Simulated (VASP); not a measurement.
# TaN (Fm-3m) in VASP: notebook

TaN is run at these levels: BLYP, r2SCAN+U; tasks: single point.

Everything below comes from runs of VASP 6.6.1. Logs are shortened: lines on timing, memory, paths and dates and some standing lists are left out, and cuts for length are marked.

## Step 1: The cell of the first run

The structure is cubic, space group Fm-3m (No. 225). The conventional cell has a = 4.423 Å, b = 4.423 Å, c = 4.423 Å, α = 90.00°, β = 90.00°, γ = 90.00°. Ta (site symmetry m-3m) has 6 N at 2.21 Å within 2.9 Å. N (site symmetry m-3m) has 6 Ta at 2.21 Å within 2.9 Å.

## Step 2: Single point, BLYP

INCAR

```
PREC = Accurate
ENCUT = 700
EDIFF = 1E-6
ISMEAR = -1
SIGMA = 0.05
LREAL = F
LASPH = T
NELM = 120
ALGO = Normal
ISIF = 2
LWAVE = F
LCHARG = T
GGA = B5
ALDAX = 1.0
AGGAX = 1.0
AGGAC = 1.0
ALDAC = 0.0
LELF = T
LVHAR = T
NBANDS = 16
GGA_COMPAT = F
```

KPOINTS

```
regular mesh
0
Gamma
  10 10 10
```

POSCAR

```
TaN
1.0
    0.0000000000      2.2113230000      2.2113230000
    2.2113230000      0.0000000000      2.2113230000
    2.2113230000      2.2113230000      0.0000000000
Ta N
1 1
Direct
    0.5000000000      0.5000000000      0.5000000000
    0.0000000000      0.0000000000      0.0000000000
```

Potentials or basis: VASP PAW PBE potentials, release 64 (Ta_sv_GW, N).

Started as:

```sh
cat potpaw_PBE.64/Ta_sv_GW/POTCAR potpaw_PBE.64/N/POTCAR > POTCAR
mpirun -np 1 vasp_std > vasp.out
```

OUTCAR:

```text
PREC = Accurate
   ENCUT = 700
   EDIFF = 1E-6
   ISMEAR = -1
   LREAL = F
   LASPH = T
   NELM = 120
   ISIF = 2
   GGA = B5

 ion  position               nearest neighbor table
   1  0.500  0.500  0.500-   2 2.21   2 2.21   2 2.21   2 2.21   2 2.21   2 2.21
   2  0.000  0.000  0.000-   1 2.21   1 2.21   1 2.21   1 2.21   1 2.21   1 2.21

  LATTYP: Found a face centered cubic cell.
 ALAT       =     4.4226460000

  Lattice vectors:

 A1 = (   0.0000000000,   2.2113230000,   2.2113230000)
 A2 = (   2.2113230000,   0.0000000000,   2.2113230000)
 A3 = (   2.2113230000,   2.2113230000,   0.0000000000)

Analysis of symmetry for initial positions (statically):
=====================================================================
 Subroutine PRICEL returns:
 Original cell was already a primitive cell.

 Routine SETGRP: Setting up the symmetry group for a
 face centered cubic supercell.

 Subroutine GETGRP returns: Found 48 space group operations
 (whereof 48 operations were pure point group operations)
 out of a pool of 48 trial point group operations.

The static configuration has the point symmetry O_h .

Analysis of symmetry for dynamics (positions and initial velocities):
=====================================================================
 Subroutine PRICEL returns:
 Original cell was already a primitive cell.

 Routine SETGRP: Setting up the symmetry group for a
 face centered cubic supercell.

 Subroutine GETGRP returns: Found 48 space group operations
 (whereof 48 operations were pure point group operations)
 out of a pool of 48 trial point group operations.

The dynamic configuration has the point symmetry O_h .

 Subroutine INISYM returns: Found 48 space group operations
 (whereof 48 operations are pure point group operations),
 and found     1 'primitive' translations

----------------------------------------------------------------------------------------

                                     Primitive cell

  volume of cell :      21.6265

  direct lattice vectors                    reciprocal lattice vectors
     0.000000000  2.211323000  2.211323000    -0.226108985  0.226108985  0.226108985
     2.211323000  0.000000000  2.211323000     0.226108985 -0.226108985  0.226108985
     2.211323000  2.211323000  0.000000000     0.226108985  0.226108985 -0.226108985

  length of vectors
     3.127282977  3.127282977  3.127282977     0.391632251  0.391632251  0.391632251

  position of ions in fractional coordinates (direct lattice)
     0.500000000  0.500000000  0.500000000
     0.000000000  0.000000000  0.000000000

  ion indices of the primitive-cell ions
   primitive index   ion index
                 1           1
                 2           2

----------------------------------------------------------------------------------------

 KPOINTS: regular mesh

Automatic generation of k-mesh.
 Grid dimensions read from file:
 generate k-points for:   10   10   10

 Generating k-lattice:

  Cartesian coordinates                     Fractional coordinates (reciprocal lattice)
    -0.022610899  0.022610899  0.022610899     0.100000000  0.000000000  0.000000000
     0.022610899 -0.022610899  0.022610899     0.000000000  0.100000000  0.000000000
     0.022610899  0.022610899 -0.022610899     0.000000000  0.000000000  0.100000000

  Length of vectors
     0.039163225  0.039163225  0.039163225

  Shift w.r.t. Gamma in fractional coordinates (k-lattice)
     0.000000000  0.000000000  0.000000000

 Subroutine IBZKPT returns following result:
 ===========================================

 Found     47 irreducible k-points:

 Following reciprocal coordinates:
            Coordinates               Weight
  0.000000  0.000000  0.000000      1.000000
  0.100000  0.000000  0.000000      8.000000
  0.200000  0.000000  0.000000      8.000000
  0.300000  0.000000  0.000000      8.000000
  0.400000  0.000000  0.000000      8.000000
  0.500000  0.000000  0.000000      4.000000
[... 16 lines left out ...]
  0.300000  0.300000  0.000000      6.000000
  0.400000  0.300000  0.000000     24.000000
 [... further k-points ...]
   k-points           NKPTS =     47   k-points in BZ     NKDIM =     47   number of bands    NBANDS=     16
   number of dos      NEDOS =    301   number of ions     NIONS =      2
   total plane-waves  NPLWV =  21952
   dimension x,y,z NGX =    28 NGY =   28 NGZ =   28
   dimension x,y,z NGXF=    56 NGYF=   56 NGZF=   56
   ions per type =               1   1
   NGX,Y,Z   is equivalent  to a cutoff of  14.88, 14.88, 14.88 a.u.
   NGXF,Y,Z  is equivalent  to a cutoff of  29.77, 29.77, 29.77 a.u.
 SYSTEM =  unknown system
   PREC   = accura    normal or accurate (medium, high low for compatibility)
   ISTART =      0    job   : 0-new  1-cont  2-samecut
   ICHARG =      2    charge: 1-file 2-atom 10-const
   ISPIN  =      1    spin polarized calculation?
   LNONCOLLINEAR =      F non collinear calculations
   LSORBIT =      F    spin-orbit coupling
   LASPH  =      T    aspherical Exc in radial PAW
   ENCUT  =  700.0 eV  51.45 Ry    7.17 a.u.   6.75  6.75  6.75*2*pi/ulx,y,z
   NELM   =    120;   NELMIN=  2; NELMDL= -5     # of ELM steps
   EDIFF  = 0.1E-05   stopping-criterion for ELM
   LREAL  =      F    real-space projection
   EDIFFG = 0.1E-04   stopping-criterion for IOM
   NSW    =      0    number of steps for IOM
   IBRION =     -1    ionic relax: 0-MD 1-quasi-New 2-CG
   NFREE  =      0    steps in history (QN), initial steepest desc. (CG)
   ISIF   =      2    stress and relaxation
   ISYM   =      2    0-nonsym 1-usesym 2-fastsym
   POTIM  = 0.5000    time-step for ionic-motion
   TEBEG  =    0.0;   TEEND  =   0.0 temperature during run
   PSTRESS=    0.0 pullay stress
   NELECT =      18.0000    total number of electrons
   NUPDOWN=      -1.0000    fix difference up-down
   EMIN   =  10.00;   EMAX   =-10.00  energy-range for DOS
   EFERMI =   0.00;   METHOD = LEGACY
   ISMEAR =    -1;   SIGMA  =   0.05  broadening in eV -4-tet -1-fermi 0-gaus
   EFERMI_NEDOS =   21; number of points for ismear=-14 and -15
   IALGO  =     38    algorithm
   IMIX   =      4    mixing-type and parameters
     AMIX     =   0.40;   BMIX     =  1.00
     AMIX_MAG =   1.60;   BMIX_MAG =  1.00
  volume/ion in A,a.u.               =      10.81        72.97
  Fermi-wavevector in a.u.,A,eV,Ry     =   1.539939  2.910063 32.265016  2.371412
  Thomas-Fermi vector in A             =   2.646096
   LORBIT       =      0    0 simple, 1 ext, 2 COOP (PROOUT), +10 PAW based schemes
   GGA     = B5    functional components
   LHFCALC =     F    Hartree Fock is set to
   AEXX    =    0.0000 exact exchange contribution
   IVDW    =     0    specifies the selected vdW correction
   LEPSILON=     F    determine dielectric tensor
   LRPA    =     F    only Hartree local field effects (RPA)
 non-spin polarized calculation
  energy-cutoff  :      700.00
  volume of cell :       21.63
 maximum number of plane-waves:       941
   NGX = 13   NGY = 13   NGZ = 13

 number of electron      18.0000000 magnetization

 Free energy of the ion-electron system (eV)
  ---------------------------------------------------
  ext. energy  EPLUGINS =         0.00000000
  ---------------------------------------------------
  free energy    TOTEN  =       -22.35732667 eV

  energy without entropy =      -22.35073944  energy(sigma->0) =      -22.35403305

 E-fermi :  14.0792     XC(G=0): -13.0026

 val. band max:       13.9912922388   @ k =  -0.2000   0.2000   0.0000
 cond. band min:      14.1176312594   @ k =  -0.3000   0.3000   0.1000
 fundamental gap:      0.1263390205
 Fermi energy:        14.0792126008

 k-point     1 :       0.0000    0.0000    0.0000
  band No.  band energies     occupation
      1     -55.2813      2.00000
      2     -21.6952      2.00000
      3     -21.6952      2.00000
      4     -21.6952      2.00000
      5      -4.5155      2.00000
      6      10.2818      2.00000
[... 8 lines left out ...]
     15      23.7164      0.00000
     16      38.0048      0.00000

 k-point     2 :       0.1000    0.0000    0.0000
  band No.  band energies     occupation
      1     -55.2762      2.00000
      2     -21.7764      2.00000
      3     -21.7027      2.00000
      4     -21.7027      2.00000
      5      -4.2883      2.00000
      6       9.2317      2.00000
[... 8 lines left out ...]
     15      24.3994      0.00000
     16      35.1887      0.00000

 k-point     3 :       0.2000    0.0000    0.0000
  band No.  band energies     occupation
      1     -55.2632      2.00000
      2     -21.9835      2.00000
      3     -21.7224      2.00000
      4     -21.7224      2.00000
      5      -3.6682      2.00000
      6       7.4659      2.00000
[... 8 lines left out ...]
     15      25.9590      0.00000
     16      32.0261      0.00000

 k-point     4 :       0.3000    0.0000    0.0000
  band No.  band energies     occupation
      1     -55.2470      2.00000
      2     -22.2291      2.00000
      3     -21.7465      2.00000
      4     -21.7465      2.00000
      5      -2.8228      2.00000
      6       5.7837      2.00000
[... 8 lines left out ...]
     15      26.2623      0.00000
     16      30.0423      0.00000
[... 324 lines left out ...]
 k-point    22 :      -0.2000    0.2000    0.0000
  band No.  band energies     occupation
      1     -55.2414      2.00000
      2     -22.1847      2.00000
      3     -21.8991      2.00000
      4     -21.7381      2.00000
      5      -2.7588      2.00000
      6       5.6821      2.00000
[... 8 lines left out ...]
     15      26.5959      0.00000
     16      27.3397      0.00000

 k-point    23 :       0.3000    0.3000    0.0000
  band No.  band energies     occupation
      1     -55.2357      2.00000
      2     -22.1666      2.00000
      3     -21.8700      2.00000
      4     -21.8700      2.00000
      5      -3.1823      2.00000
      6       6.1055      2.00000
[... 8 lines left out ...]
     15      27.0316      0.00000
     16      29.9048      0.00000

 k-point    24 :       0.4000    0.3000    0.0000
  band No.  band energies     occupation
      1     -55.2254      2.00000
      2     -22.2619      2.00000
      3     -21.9219      2.00000
      4     -21.8979      2.00000
      5      -3.0561      2.00000
      6       6.3327      2.00000
[... 8 lines left out ...]
     15      24.7903      0.00000
     16      29.3628      0.00000

 [... further k-points ...]

------------------------ aborting loop because EDIFF is reached ----------------------------------------

  FORCE on cell =-STRESS in cart. coord.  units (eV):
  Direction    XX          YY          ZZ          XY          YZ          ZX
  --------------------------------------------------------------------------------------
  -------------------------------------------------------------------------------------
  Total        1.4799175      1.4799175      1.4799175     -0.0000000     -0.0000000     -0.0000000
  in kB      109.6381114    109.6381114    109.6381114     -0.0000000     -0.0000000     -0.0000000
  external PRESSURE =     109.6381114 kB  Pullay stress =       0.0000000 kB

 VOLUME and BASIS-vectors are now :
 -----------------------------------------------------------------------------
  energy-cutoff  :      700.00
  volume of cell :       21.63
      direct lattice vectors                 reciprocal lattice vectors
     0.000000000  2.211323000  2.211323000    -0.226108985  0.226108985  0.226108985
     2.211323000  0.000000000  2.211323000     0.226108985 -0.226108985  0.226108985
     2.211323000  2.211323000  0.000000000     0.226108985  0.226108985 -0.226108985

 POSITION                                       TOTAL-FORCE (eV/Angst)
 -----------------------------------------------------------------------------------
      2.21132      2.21132      2.21132        -0.000000     -0.000000      0.000000
      0.00000      0.00000      0.00000         0.000000      0.000000      0.000000
 -----------------------------------------------------------------------------------
    total drift:                                0.000000      0.000000      0.000000

  FREE ENERGIE OF THE ION-ELECTRON SYSTEM (eV)
  ---------------------------------------------------
  free  energy   TOTEN  =       -22.3573266745 eV

  energy  without entropy=      -22.3507394354  energy(sigma->0) =      -22.35403305
```

Run time: 37 s. Hardware: 1 thread of Intel Xeon Platinum 8259CL at 2.50GHz (Skylake/Cascade Lake), shared host; peak memory 0.18 GiB.

What came out:

```yaml
Free_energy: -22.3573 eV
Pressure: 11.0 GPa
Band_gap_on_the_k_mesh: zero (bands 9 and 10 overlap by 3.80 eV)
```

Caveat: the cell stands under pressure; the PAW data sets were made with another functional, which shifts forces and pressure a little; spin-orbit coupling is left out, which moves the levels of the heavy elements.

## Step 3: Single point, r2SCAN+U

POSCAR is that of step 2.

INCAR.step1

```
  PREC = Accurate
  ENCUT = 770
  ISMEAR = -1
  SIGMA = 0.05
  LREAL = False
  LASPH = True
  NELM = 200
  LMAXMIX = 4
  LDAU = True
  LDAUTYPE = 2
  LDAUL = 2 -1
  LDAUU = 6 0
  LDAUJ = 0 0
  NBANDS = 16
  GGA = PE
  ALGO = Normal
  EDIFF = 1E-5
  LWAVE = True
  LCHARG = False
  GGA_COMPAT = False
```

INCAR.step2

```
  PREC = Accurate
  ENCUT = 770
  EDIFF = 1E-6
  ISMEAR = -1
  SIGMA = 0.05
  LREAL = False
  LASPH = True
  NELM = 200
  ALGO = Normal
  ISIF = 2
  LWAVE = False
  LCHARG = True
  LMAXMIX = 4
  LDAU = True
  LDAUTYPE = 2
  LDAUL = 2 -1
  LDAUU = 6 0
  LDAUJ = 0 0
  LDAUPRINT = 1
  METAGGA = R2SCAN
  LMIXTAU = True
  LELF = True
  LVHAR = True
  NBANDS = 16
  ISTART = 1
  GGA_COMPAT = False
```

KPOINTS

```
Automatic mesh
0
Gamma
  10 10 10
```

Potentials or basis: VASP PAW PBE potentials, release 64 (Ta_sv_GW, N).

Started as:

```sh
cat potpaw_PBE.64/Ta_sv_GW/POTCAR potpaw_PBE.64/N/POTCAR > POTCAR
cp INCAR.step1 INCAR
mpirun -np 1 vasp_std > vasp.out
cp INCAR.step2 INCAR
mpirun -np 1 vasp_std > vasp.out
```

Run time: 1.8 min. Hardware: 1 thread of Intel Xeon Platinum 8259CL at 2.50GHz (Skylake/Cascade Lake), shared host; peak memory 0.19 GiB.

The run converged. Its results:

- Free energy: -56.9955 eV
- Pressure: 12.1 GPa
- Band gap on the k mesh: zero (bands 9 and 10 overlap by 4.00 eV)

Levels at points of the mesh, in eV from the Fermi level:
```
           k point  band 7  band 8  band 9  band 10  band 11  band 12
(0.00, 0.00, 0.00)   -4.53   -4.53   -1.99    -1.99    -1.99     0.81
(0.50, 0.00, 0.00)   -7.85   -7.85    2.01     2.12     2.12     3.08
(0.50, 0.50, 0.00)   -5.56   -5.45   -5.45     2.93     3.77     3.77
```

Eigenvalues of the final occupation matrices:
```csv
site,spin,trace,eigenvalues
site 1 d,1,1.07,0.17 0.17 0.25 0.25 0.25
site 1 d,2,1.07,0.17 0.17 0.25 0.25 0.25
```

Caveat: the cell stands under pressure; the PAW data sets were made with another functional, which shifts forces and pressure a little; spin-orbit coupling is left out, which moves the levels of the heavy elements; U without spin polarisation on a metal has little footing.

The gap in the log of VASP goes by the Fermi energy; the results here count the filled bands.